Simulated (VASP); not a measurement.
The system is Al.

```
CELL_PARAMETERS angstrom
2.82708 0.00000 0.00000
-1.41354 2.44832 0.00000
0.00000 0.00000 9.18599
ATOMIC_POSITIONS crystal
Al 0.00000 0.00000 0.00000
Al 0.00000 0.00000 0.50000
Al 0.33333 0.66667 0.25000
Al 0.66667 0.33333 0.75000
```

| Property | Result |
| --- | --- |
| Program | VASP 6.6.1 |
| Task | relaxation of cell and atoms |
| Functional | LDA |
| Potentials or basis | VASP PAW LDA potentials, release 64 (Al) |
| Cutoff | 600 eV |
| k mesh | 9 × 9 × 2 |
| Occupations | methfessel-paxton, width 0.1 eV |
| Spin | no spin polarisation |

At the start: pressure -0.1 GPa; volume 15.90 Å³/atom.

Where does the relaxation end?

Over 5 steps the energy falls by 3.2 meV/atom and the volume is 15.84 Å³/atom (-0.4 %); space group P6_3/mmc (No. 194, to 0.05 Å).

Step by step:
```tsv
step	energy change (eV)	largest force (eV/Å)	pressure (GPa)	volume (Å³)
1	0.0000	0.0000	-0.05	63.58
2	-0.0118	0.0000	-0.15	63.53
3	-0.0127	0.0000	-0.17	63.51
4	-0.0127	0.0000	-0.18	63.51
5	-0.0128	0.0000	0.04	63.34
```

Final structure:
```
CELL_PARAMETERS angstrom
2.84756 0.00000 0.00000
-1.42378 2.46606 0.00000
0.00000 0.00000 9.01994
ATOMIC_POSITIONS crystal
Al 0.00000 0.00000 0.00000
Al 0.00000 0.00000 0.50000
Al 0.33333 0.66667 0.25000
Al 0.66667 0.33333 0.75000
```
